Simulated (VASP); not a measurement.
# Si8S in VASP: further runs

Si8S is run at these levels: PBE+D3(BJ); tasks: single point.

Everything below comes from runs of VASP 6.6.1. Logs are shortened: lines on timing, memory, paths and dates and some standing lists are left out, and cuts for length are marked.

### 1 The cell of the first run

The cell holds a slab with vacuum, 9 atoms: a = 3.816 Å, b = 6.313 Å, c = 21.232 Å, α = 90.00°, β = 90.00°, γ = 90.00°.

### 2 Single point, PBE+D3(BJ), collinear spin, ferromagnetic start

INCAR reads:

```
PREC = Accurate ; ENCUT = 520
EDIFF = 1E-6 ; ISMEAR = 0
SIGMA = 0.05 ; LREAL = F
LASPH = T ; NELM = 150
ALGO = Normal ; ISIF = 2
LWAVE = F ; LCHARG = F
ISPIN = 2 ; MAGMOM = 0 0 0 0 0 0 0 0 2
LORBIT = 11 ; LDIPOL = T
IDIPOL = 3 ; DIPOL = 0.5 0.5 0.313
GGA = PE ; IVDW = 12
NBANDS = 33
```

KPOINTS reads:

```
regular mesh
0
Gamma
  7 4 1
```

POSCAR reads:

```
Si8S
1.0
    3.8155170197      0.0000000000      0.0000000000
    0.0000000000      6.3129357895      0.0000000000
    0.0000000000      0.0000000000     21.2318711397
Si S
8 1
Direct
    0.0000000000      0.9369021388      0.1883960191
    0.0000000000      0.5630978612      0.1883960191
    0.5000000000      0.4369021388      0.2402729771
    0.5000000000      0.0630978612      0.2402729771
    0.5000000000      0.9332664454      0.3446595292
    0.5000000000      0.5667335546      0.3446595292
    0.0000000000      0.4266292815      0.3877129380
    0.0000000000      0.0733707185      0.3877129380
    0.0000000000      1.2599626148      0.4913307485
```

Potentials or basis: VASP PAW PBE potentials, release 64 (Si, S).

Launch:

```sh
$ cat potpaw_PBE.64/Si/POTCAR potpaw_PBE.64/S/POTCAR > POTCAR
$ mpirun -np 1 vasp_std > vasp.out
```

OUTCAR:

```text
PREC = Accurate
   ENCUT = 520
   EDIFF = 1E-6
   ISMEAR = 0
   LREAL = F
   LASPH = T
   NELM = 150
   ISIF = 2
   ISPIN = 2
   LORBIT = 11
   GGA = PE
   IVDW = 12
 IVDW          = 12

 ion  position               nearest neighbor table
   1  0.000  0.937  0.188-   4 2.34   4 2.34   2 2.36
   2  0.000  0.563  0.188-   3 2.34   3 2.34   1 2.36
   3  0.500  0.437  0.240-   2 2.34   2 2.34   4 2.36   6 2.36
   4  0.500  0.063  0.240-   1 2.34   1 2.34   3 2.36   5 2.36
   5  0.500  0.933  0.345-   8 2.29   8 2.29   6 2.31   4 2.36
   6  0.500  0.567  0.345-   7 2.29   7 2.29   5 2.31   3 2.36
   7  0.000  0.427  0.388-   8 2.23   6 2.29   6 2.29   9 2.44
   8  0.000  0.073  0.388-   7 2.23   5 2.29   5 2.29   9 2.50
   9  0.000  0.260  0.491-   7 2.44   8 2.50

  LATTYP: Found a simple orthorhombic cell.
 ALAT       =     3.8155170197
 B/A-ratio  =     1.6545426889
 C/A-ratio  =     5.5646118285

  Lattice vectors:

 A1 = (   3.8155170197,   0.0000000000,   0.0000000000)
 A2 = (   0.0000000000,   6.3129357895,   0.0000000000)
 A3 = (   0.0000000000,   0.0000000000,  21.2318711397)

Analysis of symmetry for initial positions (statically):
=====================================================================
 Subroutine PRICEL returns:
 Original cell was already a primitive cell.

 Routine SETGRP: Setting up the symmetry group for a
 simple orthorhombic supercell.

 Subroutine GETGRP returns: Found  2 space group operations
 (whereof  2 operations were pure point group operations)
 out of a pool of  8 trial point group operations.

The static configuration has the point symmetry C_1h.

Analysis of symmetry for dynamics (positions and initial velocities):
=====================================================================
 Subroutine PRICEL returns:
 Original cell was already a primitive cell.

 Routine SETGRP: Setting up the symmetry group for a
 simple orthorhombic supercell.

 Subroutine GETGRP returns: Found  2 space group operations
 (whereof  2 operations were pure point group operations)
 out of a pool of  8 trial point group operations.

The dynamic configuration has the point symmetry C_1h.

Analysis of structural, dynamic, and magnetic symmetry:
=====================================================================
 Subroutine PRICEL returns:
 Original cell was already a primitive cell.

 Routine SETGRP: Setting up the symmetry group for a
 simple orthorhombic supercell.

 Subroutine GETGRP returns: Found  2 space group operations
 (whereof  2 operations were pure point group operations)
 out of a pool of  8 trial point group operations.

The overall configuration has the point symmetry C_1h.

 Subroutine INISYM returns: Found  2 space group operations
 (whereof  2 operations are pure point group operations),
 and found     1 'primitive' translations

----------------------------------------------------------------------------------------

                                     Primitive cell

  volume of cell :     511.4145

  direct lattice vectors                    reciprocal lattice vectors
     3.815517020  0.000000000  0.000000000     0.262087679  0.000000000  0.000000000
     0.000000000  6.312935790  0.000000000     0.000000000  0.158404906  0.000000000
     0.000000000  0.000000000 21.231871140     0.000000000  0.000000000  0.047099005

  length of vectors
     3.815517020  6.312935790 21.231871140     0.262087679  0.158404906  0.047099005

  position of ions in fractional coordinates (direct lattice)
     0.000000000  0.936902139  0.188396019
     0.000000000  0.563097861  0.188396019
     0.500000000  0.436902139  0.240272977
     0.500000000  0.063097861  0.240272977
     0.500000000  0.933266445  0.344659529
     0.500000000  0.566733555  0.344659529
     0.000000000  0.426629281  0.387712938
     0.000000000  0.073370719  0.387712938
     0.000000000  0.259962615  0.491330748

[... 60 lines left out ...]
 SYSTEM =  unknown system
   PREC   = accura    normal or accurate (medium, high low for compatibility)
   ISTART =      0    job   : 0-new  1-cont  2-samecut
   ICHARG =      2    charge: 1-file 2-atom 10-const
   ISPIN  =      2    spin polarized calculation?
   LNONCOLLINEAR =      F non collinear calculations
   LSORBIT =      F    spin-orbit coupling
   LASPH  =      T    aspherical Exc in radial PAW
   ENCUT  =  520.0 eV  38.22 Ry    6.18 a.u.   7.09 11.74 39.48*2*pi/ulx,y,z
   NELM   =    150;   NELMIN=  2; NELMDL= -5     # of ELM steps
   EDIFF  = 0.1E-05   stopping-criterion for ELM
   LREAL  =      F    real-space projection
   EDIFFG = 0.1E-04   stopping-criterion for IOM
   NSW    =      0    number of steps for IOM
   IBRION =     -1    ionic relax: 0-MD 1-quasi-New 2-CG
   NFREE  =      0    steps in history (QN), initial steepest desc. (CG)
   ISIF   =      2    stress and relaxation
   ISYM   =      2    0-nonsym 1-usesym 2-fastsym
   POTIM  = 0.5000    time-step for ionic-motion
   TEBEG  =    0.0;   TEEND  =   0.0 temperature during run
   PSTRESS=    0.0 pullay stress
   NELECT =      38.0000    total number of electrons
   NUPDOWN=      -1.0000    fix difference up-down
   EMIN   =  10.00;   EMAX   =-10.00  energy-range for DOS
   EFERMI =   0.00;   METHOD = LEGACY
   ISMEAR =     0;   SIGMA  =   0.05  broadening in eV -4-tet -1-fermi 0-gaus
   EFERMI_NEDOS =   21; number of points for ismear=-14 and -15
   IALGO  =     38    algorithm
   IMIX   =      4    mixing-type and parameters
     AMIX     =   0.40;   BMIX     =  1.00
     AMIX_MAG =   1.60;   BMIX_MAG =  1.00
  volume/ion in A,a.u.               =      56.82       383.47
  Fermi-wavevector in a.u.,A,eV,Ry     =   0.688248  1.300600  6.444882  0.473685
  Thomas-Fermi vector in A             =   1.768994
   LORBIT       =     11    0 simple, 1 ext, 2 COOP (PROOUT), +10 PAW based schemes
   GGA     = PE    functional components
   LHFCALC =     F    Hartree Fock is set to
   AEXX    =    0.0000 exact exchange contribution
   IVDW    =    12    specifies the selected vdW correction
   LEPSILON=     F    determine dielectric tensor
   LRPA    =     F    only Hartree local field effects (RPA)
 spin polarized calculation
 Gauss-broadening in eV      SIGMA  =   0.05
  energy-cutoff  :      520.00
  volume of cell :      511.41
 maximum number of plane-waves:     13806
   NGX = 15   NGY = 23   NGZ = 79

 dipolmoment           0.000000      0.000000     -0.018568 electrons x Angstroem

 number of electron      38.0000000 magnetization       0.0614669

 dipolmoment           0.000000      0.000000      0.112687 electrons x Angstroem

 Free energy of the ion-electron system (eV)
  ---------------------------------------------------
  ext. energy  EPLUGINS =         0.00000000
  ---------------------------------------------------
  free energy    TOTEN  =       -44.36353358 eV

  energy without entropy =      -44.35957769  energy(sigma->0) =      -44.36155563

 E-fermi :  -1.4342     XC(G=0):  -4.0507

 val. band max:       -1.4373677716   @ k =   0.0000   0.2500   0.0000
 cond. band min:      -1.3970588351   @ k =   0.0000   0.5000   0.0000
 fundamental gap:      0.0403089365
 Fermi energy:        -1.4342407414

 spin component 1

 k-point     1 :       0.0000    0.0000    0.0000
  band No.  band energies     occupation
      1     -13.9131      1.00000
      2     -12.7808      1.00000
      3     -11.5630      1.00000
      4     -10.7475      1.00000
      5      -9.3547      1.00000
      6      -8.5610      1.00000
[... 397 lines left out ...]
     30       3.7213      0.00000
     31       3.9192      0.00000
 Fermi energy:        -1.4342407414

 spin component 2

 k-point     1 :       0.0000    0.0000    0.0000
  band No.  band energies     occupation
      1     -13.8846      1.00000
      2     -12.7686      1.00000
      3     -11.5554      1.00000
      4     -10.7451      1.00000
      5      -9.3528      1.00000
      6      -8.5551      1.00000
[... 397 lines left out ...]
     30       3.7225      0.00000
     31       3.9199      0.00000
 [bands above 31 left out]

------------------------ aborting loop because EDIFF is reached ----------------------------------------

 vacuum level on the upper side and lower side of the slab       (xc-potential included)         0.414        -0.412

 Edisp (eV)   -2.16502

 E8    (eV) :    -0.9272

  FORCE on cell =-STRESS in cart. coord.  units (eV):
  Direction    XX          YY          ZZ          XY          YZ          ZX
  --------------------------------------------------------------------------------------
  -------------------------------------------------------------------------------------
  Total       2.98381    -0.80114    -9.08933     0.00000    -0.29265     0.00000
  in kB       9.34780    -2.50983   -28.47538     0.00000    -0.91682     0.00000
  external pressure =       -7.21 kB  Pullay stress =        0.00 kB

 VOLUME and BASIS-vectors are now :
 -----------------------------------------------------------------------------
  energy-cutoff  :      520.00
  volume of cell :      511.41
      direct lattice vectors                 reciprocal lattice vectors
     3.815517020  0.000000000  0.000000000     0.262087679  0.000000000  0.000000000
     0.000000000  6.312935790  0.000000000     0.000000000  0.158404906  0.000000000
     0.000000000  0.000000000 21.231871140     0.000000000  0.000000000  0.047099005

 POSITION                                       TOTAL-FORCE (eV/Angst)
 -----------------------------------------------------------------------------------
      0.00000      5.91460      4.00000         0.000000     -0.864622      0.585315
      0.00000      3.55480      4.00000         0.000000      0.874263      0.602332
      1.90776      2.75814      5.10144         0.000000      0.079704     -0.532367
      1.90776      0.39833      5.10144         0.000000     -0.071567     -0.545706
      1.90776      5.89165      7.31777         0.000000     -0.289882     -0.036977
      1.90776      3.57775      7.31777         0.000000      0.286264     -0.095387
      0.00000      2.69328      8.23187         0.000000     -0.274594      1.759459
      0.00000      0.46318      8.23187         0.000000      0.364727      1.683768
      0.00000      1.64113     10.43187         0.000000     -0.104293     -3.420435
 -----------------------------------------------------------------------------------
    total drift:                               -0.000000      0.000034     -0.000303

  FREE ENERGIE OF THE ION-ELECTRON SYSTEM (eV)
  ---------------------------------------------------
  free  energy   TOTEN  =       -46.5285499433 eV

  energy  without entropy=      -46.5245940509  energy(sigma->0) =      -46.52657200

 vacuum level on the upper side and lower side of the slab         4.228         3.385

 total charge

# of ion       s       p       d       tot
------------------------------------------
    1        0.786   0.855   0.000   1.641
    2        0.787   0.854   0.000   1.641
    3        0.757   0.913   0.000   1.670
    4        0.757   0.912   0.000   1.670
    5        0.760   0.956   0.000   1.716
    6        0.760   0.958   0.000   1.717
    7        0.758   0.908   0.000   1.666
    8        0.761   0.902   0.000   1.663
    9        1.376   2.196   0.000   3.573
--------------------------------------------------
tot          7.503   9.454   0.000  16.956

 magnetization (x)

# of ion       s       p       d       tot
------------------------------------------
    1       -0.000  -0.000   0.000  -0.000
    2       -0.000   0.000   0.000   0.000
    3       -0.000   0.000   0.000   0.000
    4       -0.000   0.000   0.000   0.000
    5       -0.000   0.001   0.000   0.001
    6       -0.000   0.002   0.000   0.002
    7       -0.000   0.000   0.000  -0.000
    8       -0.000  -0.000   0.000  -0.000
    9        0.001   0.035   0.000   0.036
--------------------------------------------------
tot          0.000   0.039   0.000   0.039
```

Wall time 8.5 min (1 thread of Intel Xeon 6975P-C (Granite Rapids), shared host); peak memory 0.8 GiB.

What came out:

```
Free energy                                           : -46.5285 eV
Largest force                                         : 3.422 eV/Å
Net moment                                            : 0.06 μB per cell
Site moments                                          : Si -0.00, +0.00; S +0.04 μB
Valence electrons inside the program's atomic spheres : Si 1.64, 1.67, 1.72, 1.66; S 3.57
Dispersion energy per atom                            : -0.241 eV
```

Forces on the atoms (eV/Å):
```
Si   0.000 -0.865  0.585
Si   0.000  0.874  0.602
Si   0.000  0.080 -0.532
Si   0.000 -0.072 -0.546
Si   0.000 -0.290 -0.037
Si   0.000  0.286 -0.095
Si   0.000 -0.275  1.759
Si   0.000  0.365  1.684
S    0.000 -0.104 -3.420
```

### 3 Single point, PBE+D3(BJ), collinear spin, ferromagnetic start

INCAR reads:

```
SYSTEM = Si8S
  PREC = Accurate
  ENCUT = 520
  EDIFF = 1E-7
  ISMEAR = 0
  SIGMA = 0.05
  LREAL = .FALSE.
  LASPH = .TRUE.
  NELM = 150
  ALGO = Normal
  ISIF = 2
  LWAVE = .FALSE.
  LCHARG = .FALSE.
  ISPIN = 2
  MAGMOM = 0 0 0 0 0 0 0 0 2
  LORBIT = 11
  LDIPOL = .TRUE.
  IDIPOL = 3
  DIPOL = 0.5 0.5 0.313
  GGA = PE
  IVDW = 12
  NBANDS = 33
```

KPOINTS reads:

```
regular mesh
0
G
  7 4 1
  0 0 0
```

Changes to POSCAR since step 2:

```diff
@@ -16,2 +16,2 @@
     0.0000000000      0.0733707185      0.3877129380
-    0.0000000000      1.2599626148      0.4913307485
+    0.5000000000      1.2599626148      0.4913307485
```

Potentials or basis: VASP PAW PBE potentials, release 64 (Si, S).

Launch:

```sh
$ cat potpaw_PBE.64/Si/POTCAR potpaw_PBE.64/S/POTCAR > POTCAR
$ mpirun -np 1 vasp_std > vasp.out
```

OUTCAR:

```text
SYSTEM = Si8S
   PREC = Accurate
   ENCUT = 520
   EDIFF = 1E-7
   ISMEAR = 0
   LREAL = .FALSE.
   LASPH = .TRUE.
   NELM = 150
   ISIF = 2
   ISPIN = 2
   LORBIT = 11
   GGA = PE
   IVDW = 12
 IVDW          = 12

 ion  position               nearest neighbor table
   1  0.000  0.937  0.188-   4 2.34   4 2.34   2 2.36
   2  0.000  0.563  0.188-   3 2.34   3 2.34   1 2.36
   3  0.500  0.437  0.240-   2 2.34   2 2.34   4 2.36   6 2.36
   4  0.500  0.063  0.240-   1 2.34   1 2.34   3 2.36   5 2.36
   5  0.500  0.933  0.345-   8 2.29   8 2.29   6 2.31   4 2.36
   6  0.500  0.567  0.345-   7 2.29   7 2.29   5 2.31   3 2.36
   7  0.000  0.427  0.388-   8 2.23   6 2.29   6 2.29
   8  0.000  0.073  0.388-   7 2.23   5 2.29   5 2.29
   9  0.500  0.260  0.491-

  LATTYP: Found a simple orthorhombic cell.
 ALAT       =     3.8155170197
 B/A-ratio  =     1.6545426889
 C/A-ratio  =     5.5646118285

  Lattice vectors:

 A1 = (   3.8155170197,   0.0000000000,   0.0000000000)
 A2 = (   0.0000000000,   6.3129357895,   0.0000000000)
 A3 = (   0.0000000000,   0.0000000000,  21.2318711397)

Analysis of symmetry for initial positions (statically):
=====================================================================
 Subroutine PRICEL returns:
 Original cell was already a primitive cell.

 Routine SETGRP: Setting up the symmetry group for a
 simple orthorhombic supercell.

 Subroutine GETGRP returns: Found  2 space group operations
 (whereof  2 operations were pure point group operations)
 out of a pool of  8 trial point group operations.

The static configuration has the point symmetry C_1h.

Analysis of symmetry for dynamics (positions and initial velocities):
=====================================================================
 Subroutine PRICEL returns:
[... 598 lines left out ...]
      1     -13.4943      1.00000
      2     -12.6944      1.00000
      3     -11.7938      1.00000
      4     -10.9444      1.00000
      5      -9.5632      1.00000
      6      -8.7656      1.00000
[... 397 lines left out ...]
     30       3.4258      0.00000
     31       3.4633      0.00000
 [bands above 31 left out]

------------------------ aborting loop because EDIFF is reached ----------------------------------------

 vacuum level on the upper side and lower side of the slab       (xc-potential included)         0.762        -0.826

 Edisp (eV)   -2.31087

 E8    (eV) :    -0.9912

  FORCE on cell =-STRESS in cart. coord.  units (eV):
  Direction    XX          YY          ZZ          XY          YZ          ZX
  --------------------------------------------------------------------------------------
  -------------------------------------------------------------------------------------
  Total      -1.51673     0.54835    -4.28056     0.00000    -0.05928     0.00000
  in kB      -4.75166     1.71791   -13.41028     0.00000    -0.18572     0.00000
  external pressure =       -5.48 kB  Pullay stress =        0.00 kB

 VOLUME and BASIS-vectors are now :
 -----------------------------------------------------------------------------
  energy-cutoff  :      520.00
  volume of cell :      511.41
      direct lattice vectors                 reciprocal lattice vectors
     3.815517020  0.000000000  0.000000000     0.262087679  0.000000000  0.000000000
     0.000000000  6.312935790  0.000000000     0.000000000  0.158404906  0.000000000
     0.000000000  0.000000000 21.231871140     0.000000000  0.000000000  0.047099005

 POSITION                                       TOTAL-FORCE (eV/Angst)
 -----------------------------------------------------------------------------------
      0.00000      5.91460      4.00000         0.000000     -0.669751      0.444019
      0.00000      3.55480      4.00000         0.000000      0.672219      0.446459
      1.90776      2.75814      5.10144         0.000000     -0.070262     -0.415946
      1.90776      0.39833      5.10144         0.000000      0.078528     -0.417614
      1.90776      5.89165      7.31777         0.000000     -0.452750     -0.252280
      1.90776      3.57775      7.31777         0.000000      0.464202     -0.307217
      0.00000      2.69328      8.23187         0.000000     -0.213888      1.143921
      0.00000      0.46318      8.23187         0.000000      0.197305      0.996897
      1.90776      1.64113     10.43187         0.000000     -0.005603     -1.638236
 -----------------------------------------------------------------------------------
    total drift:                               -0.000000      0.000045     -0.000181

  FREE ENERGIE OF THE ION-ELECTRON SYSTEM (eV)
  ---------------------------------------------------
  free  energy   TOTEN  =       -44.6475277341 eV

  energy  without entropy=      -44.6414607326  energy(sigma->0) =      -44.64449423

 vacuum level on the upper side and lower side of the slab         4.524         2.896

 total charge

# of ion       s       p       d       tot
------------------------------------------
    1        0.796   0.845   0.000   1.642
    2        0.797   0.845   0.000   1.641
    3        0.761   0.909   0.000   1.670
    4        0.761   0.908   0.000   1.669
    5        0.768   0.944   0.000   1.713
    6        0.769   0.943   0.000   1.712
    7        0.783   0.857   0.000   1.641
    8        0.787   0.857   0.000   1.644
    9        1.390   2.125   0.000   3.516
--------------------------------------------------
tot          7.614   9.234   0.000  16.848

 magnetization (x)

# of ion       s       p       d       tot
------------------------------------------
    1        0.000   0.003   0.000   0.004
    2        0.000   0.002   0.000   0.003
    3       -0.000  -0.000   0.000  -0.000
    4       -0.000  -0.000   0.000  -0.000
    5        0.000   0.002   0.000   0.002
    6        0.000   0.002   0.000   0.002
    7       -0.000  -0.002   0.000  -0.002
    8       -0.000  -0.002   0.000  -0.002
    9        0.001   0.037   0.000   0.037
--------------------------------------------------
tot          0.001   0.042   0.000   0.043
```

Wall time 21 min (1 thread of Intel Xeon 8259CL, shared host); peak memory 0.83 GiB.

Results:

* Free energy: -44.6475 eV
* Largest force: 1.638 eV/Å
* Net moment: 0.07 μB per cell
* Site moments: Si +0.00, -0.00; S +0.04 μB
* Valence electrons inside the program's atomic spheres: Si 1.64, 1.67, 1.71; S 3.52
* Dispersion energy per atom: -0.257 eV

Forces on the atoms (eV/Å):
```
Si   0.000 -0.670  0.444
Si   0.000  0.672  0.446
Si   0.000 -0.070 -0.416
Si   0.000  0.079 -0.418
Si   0.000 -0.453 -0.252
Si   0.000  0.464 -0.307
Si   0.000 -0.214  1.144
Si   0.000  0.197  0.997
S    0.000 -0.006 -1.638
```
